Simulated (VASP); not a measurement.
Set up this calculation in VASP 6.6.1, as the native input.

- Task: single point
- Functional: LDA
- Potentials or basis: VASP PAW LDA potentials, release 64 (Ti_sv, N)
- Cutoff: 520 eV
- k mesh: 11 × 11 × 11
- Occupations: fermi-dirac, width 0.1 eV
- Spin: no spin polarisation
- Dipole correction: no
- Further INCAR settings: ALGO = Normal; EDIFF = 1e-06; NBANDS = 16

The structure of TiN (Osbornite) lies in POSCAR:

```
TiN
1.0
    0.0000000000      2.1190000000      2.1190000000
    2.1190000000      0.0000000000      2.1190000000
    2.1190000000      2.1190000000      0.0000000000
Ti N
1 1
Direct
    0.0000000000      0.0000000000      0.0000000000
    0.5000000000      0.5000000000      0.5000000000
```

The input as run:

INCAR

```
  PREC = Accurate
  ENCUT = 520
  EDIFF = 1E-6
  ISMEAR = -1
  SIGMA = 0.1
  LREAL = F
  LASPH = T
  NELM = 80
  ALGO = Normal
  ISIF = 2
  LWAVE = F
  LCHARG = T
  LELF = T
  LVHAR = T
  NBANDS = 16
```

KPOINTS

```
regular mesh
0
Gamma
  11 11 11
```

Potentials or basis: VASP PAW LDA potentials, release 64 (Ti_sv, N).

Run with:

```bash
$ cat potpaw_LDA.64/Ti_sv/POTCAR potpaw_LDA.64/N/POTCAR > POTCAR
$ mpirun -np 1 vasp_std > vasp.out
```

Results of the run:

- Pressure: -12.6 GPa

Run time: 9.8 s on 1 thread of Intel(R) Xeon(R) Platinum 8375C CPU @ 2.90GHz (Ice Lake), on a shared host, peak memory 0.13 GiB.
